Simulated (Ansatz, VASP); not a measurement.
# Sb in VASP and in Ansatz

```xyz
3
Lattice="3.3338 0.0000 0.0000 -1.6669 2.8872 0.0000 0.0000 0.0000 21.4441" Properties=species:S:1:pos:R:3 pbc="T T T"
Sb    0.0000    0.9624    8.0895
Sb    0.0000    2.8872   10.7221
Sb    1.6669    1.9248   13.3546
```

Alike in both runs: functional PBEsol; k mesh 11 × 11 × 1; occupations fermi-dirac, width 0.1 eV; no spin polarisation.

Ansatz relaxed the structure, and its values are those at the end. VASP's run is a single point on that final structure, the one shown.

```csv
,VASP,Ansatz
version,VASP 6.6.1,Ansatz 0.2.0
potentials or method,"VASP PAW PBE potentials, release 64 (Sb), cutoff 520 eV","all-electron LAPW, scalar-relativistic"
```

```tsv
	VASP	Ansatz	Ansatz less VASP
rms of the force components (eV/Å)	0.004	0.002	-0.0019
```

VASP's potentials were made for PBE, not for PBEsol. Ansatz ran all-electron here, and VASP with PAW potentials.

Spin-orbit coupling is off throughout.
